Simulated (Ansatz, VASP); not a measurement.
# Two plane-wave programs on HfN

INCAR

```
SYSTEM = HfN
  PREC = Accurate
  ENCUT = 520
  EDIFF = 1E-6
  ISMEAR = 0
  SIGMA = 0.15
  LREAL = .FALSE.
  LASPH = .TRUE.
  NELM = 100
  ALGO = Normal
  ISIF = 2
  LWAVE = .FALSE.
  LCHARG = .FALSE.
  GGA = CA
  NBANDS = 14
```

File KPOINTS:

```
regular mesh
0
G
  12 12 12
  0 0 0
```

File POSCAR:

```
HfN
1.0
    0.0000000000      2.4146129775      2.4146129775
    2.4146129775      0.0000000000      2.4146129775
    2.4146129775      2.4146129775      0.0000000000
Hf N
1 1
Direct
    0.0032418347     -0.0010343923     -0.0019871626
    0.7467581653      0.7510343923      0.7519871626
```

Input for Ansatz:

```yaml
crystal:
  lattice:
    - [0.0, 2.4146129775, 2.4146129775]
    - [2.4146129775, 0.0, 2.4146129775]
    - [2.4146129775, 2.4146129775, 0.0]
  atoms:
    - { symbol: Hf, position: [0.0032418347, -0.0010343923, -0.0019871626] }
    - { symbol: "N", position: [0.7467581653, 0.7510343923, 0.7519871626] }
basis:
  ecutwfc: 420
kpoints:
  mp_grid: { grid: [12, 12, 12] }
hamiltonian:
  xc: lda
scf:
  occupations: { method: gaussian, width: 0.15 }
  n_extra_bands: 32
output:
  forces: true
  eigenvalues: true
  stress: true
```

Alike in both runs: task single point; functional LDA; k mesh 12 × 12 × 12; occupations gaussian, width 0.15 eV; no spin polarisation.

|  | VASP | Ansatz |
| --- | --- | --- |
| version | VASP 6.6.1 | Ansatz 0.2.0 |
| potentials or method | VASP PAW LDA potentials, release 64 (Hf_pv, N), cutoff 520 eV | scalar-relativistic, plane waves, PAW |
| valence electrons in the cell | 15 | 31 |

VASP gave:

```
gap on the k mesh at the Fermi level (eV)                     : none
pressure (GPa)                                                : 0.0
traceless stress, the component that is largest in VASP (GPa) : 0.98
rms of the force components (eV/Å)                            : 0.135
```

Problem. Estimate Ansatz's values.

Solution. gap on the k mesh at the Fermi level (eV): none; pressure (GPa): 0.2; traceless stress, the component that is largest in VASP (GPa): 0.97; rms of the force components (eV/Å): 0.134.

LDA's correlation is that of Perdew and Zunger in VASP and of Perdew and Wang (1992) in Ansatz. Atom by atom the forces differ by 0.001 eV/Å (rms over components). A gap of «none» marks a metal or a gap that the smearing closes. VASP's potentials hold 15 valence electrons a cell and Ansatz's 31, so a difference there can come from the potentials and not from the codes.

Neither program's run includes spin-orbit coupling.
